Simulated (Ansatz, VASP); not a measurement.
# One calculation of BaTiO3, two programs

```
Ba Ti O
1.0
     3.98410    0.00000    0.00000
     0.00000    2.83705    2.78888
     0.00000   -2.83705    2.78888
Ba Ti O
1 1 3
Direct
  0.00000 0.00428 0.00428
  0.50000 0.51490 0.51490
  0.00000 0.49431 0.49431
  0.50000 0.49433 0.98840
  0.50000 0.98840 0.49433
```

Change from the starting cell: z stretched by -2 %, ions relaxed.

Alike in both runs: functional PBE; k mesh 8 × 8 × 8; occupations fermi-dirac, width 0.02 eV; no spin polarisation.

Ansatz relaxed the structure, and its values are those at the end. VASP's run is a single point on that final structure, the one shown.

```csv
,VASP,Ansatz
version,VASP 6.6.1,Ansatz 0.2.0
potentials or method,"VASP PAW PBE potentials, release 64 (Ba_sv, Ti_sv, O)","plane-wave PAW, scalar-relativistic"
plane-wave cutoff (eV),520,420
valence electrons in the cell,40,40
```

```tsv
	VASP	Ansatz	Ansatz less VASP
gap on the k mesh at the Fermi level (eV)	2.02	2.07	+0.059
pressure (GPa)	8.4	6.5	-1.93
rms of the force components (eV/Å)	0.019	0.002	-0.0176
```

Ansatz's warnings: stress scf threshold loose.

Neither program's run includes spin-orbit coupling.
